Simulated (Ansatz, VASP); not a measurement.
**Bi in VASP and in Ansatz**

```
Bi
1.0
     0.00000    2.51984    2.51984
     2.51984    0.00000    2.51984
     2.51984    2.51984    0.00000
Bi
1
Direct
  0.00000 0.00000 0.00000
```

Alike in both runs: task relaxation of cell and atoms; functional PBE; k mesh 14 × 14 × 14; occupations fermi-dirac, width 0.08 eV; no spin polarisation.

|  | VASP | Ansatz |
| --- | --- | --- |
| version | VASP 6.6.1 | Ansatz 0.2.0 |
| potentials or method | VASP PAW PBE potentials, release 64 (Bi_d) | PAW with Ansatz's default frozen-core files, scalar-relativistic |
| plane-wave cutoff (eV) | 500 | 420 |
| valence electrons in the cell | 15 | 15 |

```tsv
	VASP	Ansatz	Ansatz less VASP
relaxed volume (Å³/atom)	31.84	31.86	+0.016
relaxed length of the cell vector where the two differ most in proportion (Å)	3.558	3.558	+0.0006
```

Neither program's run includes spin-orbit coupling.
